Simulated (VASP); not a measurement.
Runs of VASP 6.6.1 on Al3GaN4. The structure is that of space group P-43m (No. 215), or close to it. The cells are those of the table. 

```csv
cell,gap on the mesh (eV),pressure (GPa),largest force (eV/Å)
"a = 4.231 Å, 8 atoms",(c),(a),0.03
"a = 4.054, b = 4.054, c = 4.231 Å, 8 atoms",3.26,62.0,0.11
"a = 4.231, b = 4.231, c = 4.054 Å, 8 atoms",3.16,45.2,0.09
"a = 4.231, b = 4.231, c = 4.407 Å, 8 atoms",3.21,18.9,0.05
"a = 4.583 Å, 8 atoms",(b),-18.4,0.01
```

Alike in all rows: task single point; level PBEsol; potentials or basis VASP PAW PBE potentials, release 64 (Al, Ga_d, N); no spin polarisation; k mesh 6 × 6 × 6; cutoff (eV) 520; smearing gaussian 0.05 eV.

Task: Estimate the missing entries.

Result: (a) 31.0; (b) 2.52; (c) 3.39.

Caveats: the PAW data sets were made with another functional, which shifts forces and pressure a little; the cell stands under pressure (at least some runs); the cell stands under tension (at least some runs).

A k mesh can miss the band edges, and the runs leave out spin-orbit coupling on Ga.
